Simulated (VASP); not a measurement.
Crystal: Ta2NbO2.

```
Ta Nb O
1.0
     4.43685    0.00000    0.00000
    -1.01196    4.90335    0.00000
    -0.33624   -0.39117    7.70066
Ta Nb O
4 2 4
Direct
  0.45149 0.05300 0.03903
  0.58212 0.95947 0.55157
  0.01902 0.42134 0.04223
  0.98559 0.62407 0.54843
  0.48306 0.49855 0.77801
  0.40622 0.39579 0.37587
  0.54937 0.02413 0.29028
  0.52622 0.93244 0.80047
  0.00090 0.53807 0.28202
  0.99603 0.55313 0.79209
```

| Property | Result |
| --- | --- |
| Program | VASP 6.6.1 |
| Task | relaxation of cell and atoms |
| Functional | PBE |
| Potentials or basis | VASP PAW PBE potentials, release 64 (Ta_pv, Nb_sv, O) |
| Cutoff | 600 eV |
| k mesh | 4 × 4 × 2 |
| Occupations | gaussian, width 0.1 eV |
| Spin | no spin polarisation |

At the start: pressure -0.5 GPa; volume 16.75 Å³/atom.

Q: How do energy, volume and symmetry change on relaxing?

A: Over 34 steps the energy falls by 395.7 meV/atom and the volume is 14.76 Å³/atom (-11.9 %); space group P1 (No. 1, to 0.1 Å) before, P4/mmm (No. 123, to 0.1 Å).

The path:
```csv
step,energy change (eV),largest force (eV/Å),pressure (GPa),volume (Å³)
1,0.0000,1.9939,-0.51,167.53
2,-0.1954,1.2872,-1.67,166.19
3,-0.2328,0.6884,-1.69,166.61
4,-0.3294,0.6245,2.19,162.37
5,-0.3335,0.6992,3.31,161.25
6,-0.3837,0.7902,3.01,160.89
7,-0.5077,1.0987,2.20,159.77
8,-0.6254,1.9852,1.08,157.33
9,-0.7699,2.2367,-0.48,157.19
10,-1.1020,2.5798,-4.33,156.67
11,-0.9222,2.3050,-7.29,155.14
12,-1.1844,2.5413,-5.81,156.30
13,-1.3646,2.4731,-5.02,154.84
14,-1.7360,1.8761,-1.56,150.45
15,-1.7512,2.2472,0.96,148.34
16,-2.0725,2.2589,2.27,147.21
17,-2.4215,2.4196,6.71,144.39
18,-2.9390,1.8566,1.05,147.55
19,-3.2624,1.1678,-6.73,153.13
20,-3.5269,1.2494,-1.83,149.56
21,-3.5743,1.3942,1.73,147.34
22,-3.7338,1.1140,1.09,147.22
23,-3.8355,0.8536,0.51,146.98
24,-3.9015,0.3306,-0.09,147.53
25,-3.9218,0.3831,-0.54,148.04
26,-3.9402,0.2491,0.39,147.43
27,-3.9435,0.2034,1.01,147.05
28,-3.9497,0.2065,-0.77,148.08
29,-3.9507,0.1812,-0.30,147.80
30,-3.9539,0.0720,-0.08,147.61
31,-3.9547,0.0857,0.12,147.44
32,-3.9561,0.0545,0.05,147.54
33,-3.9563,0.0489,0.00,147.60
34,-3.9568,0.0276,-0.11,147.64
```

Final structure:
```
CELL_PARAMETERS angstrom
4.16982 0.46796 0.09757
-0.46930 4.17087 0.10111
-0.17037 -0.22180 8.37388
ATOMIC_POSITIONS crystal
Ta 0.49999 0.99999 0.04997
Ta 0.49942 0.99987 0.54999
Ta 0.00060 0.49946 0.05004
Ta 0.00020 0.50024 0.55002
Nb 0.49971 0.50027 0.80035
Nb 0.49941 0.50018 0.30000
O 0.50051 0.00027 0.29989
O 0.50084 0.00013 0.79981
O 0.99964 0.49925 0.30001
O 0.99969 0.50035 0.79992
```

Caveat: the k points lie up to 0.37 Å⁻¹ apart in the final cell, too coarse for converged energies and pressures of a metal; a cell axis changed by over 15 % at a fixed basis, so the end point is rough.
